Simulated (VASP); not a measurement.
# Pb (Fm-3m) in VASP: a series of runs

Aim: see how the results for Pb move with the level of theory and the settings. Levels: PBE+D3(BJ), BHLYP. Tasks: single point.

Program: VASP 6.6.1. These are calculated values, not measurements. Logs are shortened: lines on timing, memory, paths and dates and some standing lists are left out, and cuts for length are marked.

### Step 1. The cell of the first run

Symmetry: Fm-3m, No. 225, cubic system. Conventional cell: a = 4.744 Å, b = 4.744 Å, c = 4.744 Å, α = 90.00°, β = 90.00°, γ = 90.00°. Pb (site symmetry m-3m) has 12 Pb at 3.35 Å within 4.4 Å.

### Step 2. Single point, PBE+D3(BJ) (26.68 Å³/atom)

The input, INCAR:

```
SYSTEM = Pb
PREC = Accurate
ENCUT = 520
EDIFF = 1E-6
ISMEAR = -1
SIGMA = 0.025
LREAL = .False.
LASPH = .True.
NELM = 60
ALGO = Fast
ISIF = 2
LWAVE = .False.
LCHARG = .False.
GGA = PE
IVDW = 12
NBANDS = 13
```

The input, KPOINTS:

```
Automatic mesh
0
Gamma
  9 9 9
  0 0 0
```

The input, POSCAR:

```
Pb
1.0
    0.0000000000      2.3717719949      2.3717719949
    2.3717719949      0.0000000000      2.3717719949
    2.3717719949      2.3717719949      0.0000000000
Pb
1
Direct
    0.0000000000      0.0000000000      0.0000000000
```

Potentials or basis: VASP PAW PBE potentials, release 64 (Pb_d).

Run with:

```bash
> cat potpaw_PBE.64/Pb_d/POTCAR > POTCAR
> mpirun -np 1 vasp_std > vasp.out
```

OUTCAR:

```text
SYSTEM = Pb
   PREC = Accurate
   ENCUT = 520
   EDIFF = 1E-6
   ISMEAR = -1
   LREAL = .False.
   LASPH = .True.
   NELM = 60
   ISIF = 2
   GGA = PE
   IVDW = 12
 IVDW          = 12

 ion  position               nearest neighbor table
   1  0.000  0.000  0.000-

  LATTYP: Found a face centered cubic cell.
 ALAT       =     4.7435439898

  Lattice vectors:

 A1 = (   0.0000000000,   2.3717719949,   2.3717719949)
 A2 = (   2.3717719949,   0.0000000000,   2.3717719949)
 A3 = (   2.3717719949,   2.3717719949,   0.0000000000)

Analysis of symmetry for initial positions (statically):
=====================================================================
 Subroutine PRICEL returns:
 Original cell was already a primitive cell.

 Routine SETGRP: Setting up the symmetry group for a
 face centered cubic supercell.

 Subroutine GETGRP returns: Found 48 space group operations
 (whereof 48 operations were pure point group operations)
 out of a pool of 48 trial point group operations.

The static configuration has the point symmetry O_h .

Analysis of symmetry for dynamics (positions and initial velocities):
=====================================================================
 Subroutine PRICEL returns:
 Original cell was already a primitive cell.

 Routine SETGRP: Setting up the symmetry group for a
 face centered cubic supercell.

 Subroutine GETGRP returns: Found 48 space group operations
 (whereof 48 operations were pure point group operations)
 out of a pool of 48 trial point group operations.

The dynamic configuration has the point symmetry O_h .

 Subroutine INISYM returns: Found 48 space group operations
 (whereof 48 operations are pure point group operations),
 and found     1 'primitive' translations

----------------------------------------------------------------------------------------

                                     Primitive cell

  volume of cell :      26.6839

  direct lattice vectors                    reciprocal lattice vectors
     0.000000000  2.371771995  2.371771995    -0.210812844  0.210812844  0.210812844
     2.371771995  0.000000000  2.371771995     0.210812844 -0.210812844  0.210812844
     2.371771995  2.371771995  0.000000000     0.210812844  0.210812844 -0.210812844

  length of vectors
     3.354192122  3.354192122  3.354192122     0.365138557  0.365138557  0.365138557

  position of ions in fractional coordinates (direct lattice)
[... 83 lines left out ...]
   ISIF   =      2    stress and relaxation
   ISYM   =      2    0-nonsym 1-usesym 2-fastsym
   POTIM  = 0.5000    time-step for ionic-motion
   TEBEG  =    0.0;   TEEND  =   0.0 temperature during run
   PSTRESS=    0.0 pullay stress
   NELECT =      14.0000    total number of electrons
   NUPDOWN=      -1.0000    fix difference up-down
   EMIN   =  10.00;   EMAX   =-10.00  energy-range for DOS
   EFERMI =   0.00;   METHOD = LEGACY
   ISMEAR =    -1;   SIGMA  =   0.03  broadening in eV -4-tet -1-fermi 0-gaus
   EFERMI_NEDOS =   21; number of points for ismear=-14 and -15
   IALGO  =     68    algorithm
   IMIX   =      4    mixing-type and parameters
     AMIX     =   0.40;   BMIX     =  1.00
     AMIX_MAG =   1.60;   BMIX_MAG =  1.00
  volume/ion in A,a.u.               =      26.68       180.07
  Fermi-wavevector in a.u.,A,eV,Ry     =   1.320387  2.495170 23.720694  1.743422
  Thomas-Fermi vector in A             =   2.450217
   LORBIT       =      0    0 simple, 1 ext, 2 COOP (PROOUT), +10 PAW based schemes
   GGA     = PE    functional components
   LHFCALC =     F    Hartree Fock is set to
   AEXX    =    0.0000 exact exchange contribution
   IVDW    =    12    specifies the selected vdW correction
   LEPSILON=     F    determine dielectric tensor
   LRPA    =     F    only Hartree local field effects (RPA)
 non-spin polarized calculation
 RMM-DIIS sequential band-by-band and
  energy-cutoff  :      520.00
  volume of cell :       26.68
 maximum number of plane-waves:       745
 NGX is ok and might be reduce to    28
   NGX = 13   NGY = 13   NGZ = 13

 number of electron      14.0000000 magnetization

 Free energy of the ion-electron system (eV)
  ---------------------------------------------------
  ext. energy  EPLUGINS =         0.00000000
  ---------------------------------------------------
  free energy    TOTEN  =        -3.42666879 eV

  energy without entropy =       -3.42509855  energy(sigma->0) =       -3.42588367

 E-fermi :   8.5891     XC(G=0): -10.8144

 val. band max:        8.5858407738   @ k =  -0.2222   0.3333   0.1111
 cond. band min:       9.1213681896   @ k =   0.3333   0.3333   0.0000
 fundamental gap:      0.5355274158
 Fermi energy:         8.5890752100

 k-point     1 :       0.0000    0.0000    0.0000
  band No.  band energies     occupation
      1      -8.3877      2.00000
      2      -8.3877      2.00000
      3      -8.3877      2.00000
      4      -8.1815      2.00000
      5      -8.1815      2.00000
      6      -3.8851      2.00000
      7      17.2720      0.00000
      8      17.2720      0.00000
      9      17.2720      0.00000
     10      18.6163      0.00000
     11      21.7945      0.00000
     12      22.2988      0.00000
     13      22.2988      0.00000
[... 354 lines left out ...]
  band No.  band energies     occupation
      1      -8.6270      2.00000
      2      -8.5061      2.00000
      3      -8.0098      2.00000
      4      -7.9560      2.00000
      5      -7.9560      2.00000
      6       1.6260      2.00000
      7       5.8060      2.00000
      8      11.1130      0.00000
      9      11.1130      0.00000
     10      14.7013      0.00000
     11      15.9430      0.00000
     12      27.8030      0.00000
     13      30.3138      0.00000

 [... further k-points ...]

------------------------ aborting loop because EDIFF is reached ----------------------------------------

 Edisp (eV)   -0.46711

 E8    (eV) :    -0.2369

  FORCE on cell =-STRESS in cart. coord.  units (eV):
  Direction    XX          YY          ZZ          XY          YZ          ZX
  --------------------------------------------------------------------------------------
  -------------------------------------------------------------------------------------
  Total       1.38055     1.38055     1.38055    -0.00000    -0.00000    -0.00000
  in kB      82.89228    82.89228    82.89228    -0.00000    -0.00000    -0.00000
  external pressure =       82.89 kB  Pullay stress =        0.00 kB

 VOLUME and BASIS-vectors are now :
 -----------------------------------------------------------------------------
  energy-cutoff  :      520.00
  volume of cell :       26.68
      direct lattice vectors                 reciprocal lattice vectors
     0.000000000  2.371771995  2.371771995    -0.210812844  0.210812844  0.210812844
     2.371771995  0.000000000  2.371771995     0.210812844 -0.210812844  0.210812844
     2.371771995  2.371771995  0.000000000     0.210812844  0.210812844 -0.210812844

 POSITION                                       TOTAL-FORCE (eV/Angst)
 -----------------------------------------------------------------------------------
      0.00000      0.00000      0.00000         0.000000      0.000000      0.000000
 -----------------------------------------------------------------------------------
    total drift:                               -0.000000     -0.000000     -0.000000

  FREE ENERGIE OF THE ION-ELECTRON SYSTEM (eV)
  ---------------------------------------------------
  free  energy   TOTEN  =        -3.8937798421 eV

  energy  without entropy=       -3.8922096008  energy(sigma->0) =       -3.89299472
```

OSZICAR:

```text
N       E                     dE             d eps       ncg     rms          rms(c)
DAV:   1     0.110212783638E+03    0.11021E+03   -0.72658E+03   925   0.132E+03
DAV:   2     0.168360024491E+01   -0.10853E+03   -0.10507E+03   960   0.320E+02
DAV:   3    -0.332965485217E+01   -0.50133E+01   -0.50008E+01  1128   0.739E+01
DAV:   4    -0.343877786495E+01   -0.10912E+00   -0.10910E+00  1103   0.116E+01
DAV:   5    -0.344411552317E+01   -0.53377E-02   -0.53375E-02  1250   0.239E+00    0.675E-01
RMM:   6    -0.343068838767E+01    0.13427E-01   -0.12246E-02  1114   0.163E+00    0.330E-01
RMM:   7    -0.342671823506E+01    0.39702E-02   -0.80119E-03  1115   0.107E+00    0.844E-02
RMM:   8    -0.342662099915E+01    0.97236E-04   -0.18966E-03  1324   0.585E-01    0.123E-02
RMM:   9    -0.342666506015E+01   -0.44061E-04   -0.45989E-04  1435   0.206E-01    0.134E-02
RMM:  10    -0.342666836710E+01   -0.33070E-05   -0.82225E-05  1215   0.151E-01    0.106E-02
RMM:  11    -0.342666708740E+01    0.12797E-05   -0.43289E-05  1334   0.832E-02    0.122E-03
RMM:  12    -0.342666867447E+01   -0.15871E-05   -0.16960E-05  1144   0.412E-02    0.917E-04
RMM:  13    -0.342666878718E+01   -0.11271E-06   -0.27031E-06   726   0.205E-02
   1 F= -.38937798E+01 E0= -.38929947E+01  d E =-.157024E-02
```

stdout:

```text
POSCAR found type information on POSCAR Pb
 POSCAR found :  1 types and       1 ions
 scaLAPACK will be used
 LDA part: xc-table for (Slater+PW92), standard interpolation
 POSCAR, INCAR and KPOINTS ok, starting setup
 FFT: planning ... GRIDC
 FFT: planning ... GRID_SOFT
 FFT: planning ... GRID
 WAVECAR not read
 entering main loop
WARNING in EDDRMM: call to ZHEGV failed, returncode =   8  4     11
```

Wall time 12 s (1 thread of AMD EPYC 9R45 (Zen 5), shared host); peak memory 0.13 GiB.

What came out:

```
Free energy                : -3.8938 eV
Pressure                   : 8.3 GPa
Band gap on the k mesh     : zero (bands 7 and 8 overlap by 10.28 eV)
Dispersion energy per atom : -0.467 eV
```

Caveat: the cell stands under pressure; spin-orbit coupling is left out, which moves the levels of the heavy elements.

### Step 3. Single point, BHLYP

This run uses another cell than the first one, of 28.50 Å³/atom.

The input, POSCAR:

```
Pb
1.0
    0.0000000000      2.4244952108      2.4244952108
    2.4244952108      0.0000000000      2.4244952108
    2.4244952108      2.4244952108      0.0000000000
Pb
1
Direct
    0.0000000000      0.0000000000      0.0000000000
```

The input, INCAR.step1:

```
SYSTEM = Pb
  ALGO = Normal
  EDIFF = 1E-5
  ENCUT = 520
  GGA = PE
  ISIF = 2
  ISMEAR = -1
  LASPH = .True.
  LREAL = .False.
  LWAVE = .True.
  NBANDS = 13
  NELM = 60
  PREC = Accurate
  SIGMA = 0.05
```

The input, INCAR.step2:

```
SYSTEM = Pb
  AEXX = 0.5
  AGGAC = 1.0
  AGGAX = 0.5
  ALDAC = 0.0
  ALDAX = 0.5
  ALGO = Normal
  EDIFF = 1E-7
  ENCUT = 520
  GGA = B5
  ISIF = 2
  ISMEAR = -1
  ISTART = 1
  LASPH = .True.
  LCHARG = .True.
  LELF = .True.
  LHFCALC = .True.
  LREAL = .False.
  LVHAR = .True.
  LWAVE = .False.
  NBANDS = 13
  NELM = 60
  PREC = Accurate
  PRECFOCK = Normal
  SIGMA = 0.05
```

The input, KPOINTS:

```
k-points
0
Gamma
  5 5 5
  0 0 0
```

Potentials or basis: VASP PAW PBE potentials, release 64 (Pb_d).

Run with:

```bash
> cat potpaw_PBE.64/Pb_d/POTCAR > POTCAR
> cp INCAR.step1 INCAR
> mpirun -np 1 vasp_std > vasp.out
> cp INCAR.step2 INCAR
> mpirun -np 1 vasp_std > vasp.out
```

Wall time 5.3 min (1 thread of AMD EPYC 9R45 (Zen 5), shared host); peak memory 0.14 GiB.

The run converged. Its results:

* Free energy: -4.7620 eV
* Pressure: 6.3 GPa
* Band gap on the k mesh: zero (bands 7 and 8 overlap by 11.60 eV)

Levels at points of the mesh, in eV from the Fermi level:
```tsv
k point	band 3	band 4	band 5	band 6	band 7	band 8	band 9	band 10	band 11	band 12
(0.00, 0.00, 0.00)	-21.22	-21.02	-21.02	-15.22	10.78	10.78	10.78	12.94	15.58	16.04
```

Caveat: the k points lie up to 0.45 Å⁻¹ apart, too coarse for converged energies and pressures of a metal; the PAW data sets were made with another functional, which shifts forces and pressure a little; spin-orbit coupling is left out, which moves the levels of the heavy elements.

### Step 4. Single point, BHLYP

This run uses another cell than the first one, of 29.11 Å³/atom.

The input, POSCAR:

```
Pb
1.0
    0.0000000000      2.4415696833      2.4415696833
    2.4415696833      0.0000000000      2.4415696833
    2.4415696833      2.4415696833      0.0000000000
Pb
1
Direct
    0.0000000000      0.0000000000      0.0000000000
```

The input, INCAR.step1:

```
SYSTEM = Pb
PREC = Accurate
ENCUT = 520
EDIFF = 1E-5
ISMEAR = -1
SIGMA = 0.05
LREAL = .False.
LASPH = .True.
NELM = 60
ALGO = Normal
ISIF = 2
LWAVE = .True.
LCHARG = .False.
GGA = PE
NBANDS = 13
```

The input, INCAR.step2:

```
SYSTEM = Pb
PREC = Accurate
ENCUT = 520
EDIFF = 1E-6
ISMEAR = -1
SIGMA = 0.05
LREAL = .False.
LASPH = .True.
NELM = 60
ALGO = Normal
ISIF = 2
LWAVE = .False.
LCHARG = .False.
GGA = B5
LHFCALC = .True.
AEXX = 0.5
ALDAX = 0.5
AGGAX = 0.5
AGGAC = 1.0
ALDAC = 0.0
PRECFOCK = Normal
ISTART = 1
NBANDS = 13
```

The input, KPOINTS:

```
Automatic mesh
0
Gamma
  5 5 5
  0 0 0
```

Run with:

```bash
> cat potpaw_PBE.64/Pb_d/POTCAR > POTCAR
> cp INCAR.step1 INCAR
> mpirun -np 1 vasp_std > vasp.out
> cp INCAR.step2 INCAR
> mpirun -np 1 vasp_std > vasp.out
```

Run time: 4.2 min. Hardware: 1 thread of AMD EPYC 9R45 (Zen 5), shared host; peak memory 0.14 GiB.

The run converged. Its results:

| Item | Value |
| --- | --- |
| Free energy | -4.7837 eV |
| Pressure | 4.8 GPa |
| Band gap on the k mesh | zero (bands 7 and 8 overlap by 11.36 eV) |

Levels at points of the mesh, in eV from the Fermi level:
```csv
k point,band 4,band 5,band 6,band 7,band 8,band 9,band 10,band 11
"(0.00, 0.00, 0.00)",-21.04,-21.04,-15.06,10.56,10.56,10.56,12.89,15.26
```

Caveat: the k points lie up to 0.45 Å⁻¹ apart, too coarse for converged energies and pressures of a metal; the PAW data sets were made with another functional, which shifts forces and pressure a little; spin-orbit coupling is left out, which moves the levels of the heavy elements.

(Part 1 of 2 ends here.)
